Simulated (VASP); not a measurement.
Input of a VASP 6.6.1 run:

The input INCAR:

```
PREC = Accurate
ENCUT = 520
EDIFF = 1E-7
ISMEAR = 0
SIGMA = 0.05
LREAL = False
LASPH = True
NELM = 150
ALGO = Normal
ISIF = 2
LWAVE = False
LCHARG = False
ISPIN = 2
MAGMOM = 0.8
LORBIT = 11
LMAXMIX = 4
GGA = PE
NBANDS = 15
```

KPOINTS

```
Automatic mesh
0
Gamma
  20 20 20
```

POSCAR

```
Ni
1.0
   -1.3969149756      1.3969149756      1.3969149756
    1.3969149756     -1.3969149756      1.3969149756
    1.3969149756      1.3969149756     -1.3969149756
Ni
1
Direct
    0.0000000000      0.0000000000      0.0000000000
```

Potentials or basis: VASP PAW PBE potentials, release 64 (Ni).

Launch:

```console
$ cat potpaw_PBE.64/Ni/POTCAR > POTCAR
$ mpirun -np 1 vasp_std > vasp.out
```

**Question.** Predict the site moments.

**Answer.** Ni +0.58 μB.

**Question.** Predict the net moment.

**Answer.** 0.58 μB per cell.

**Question.** Predict the pressure.

**Answer.** 1.5 GPa.
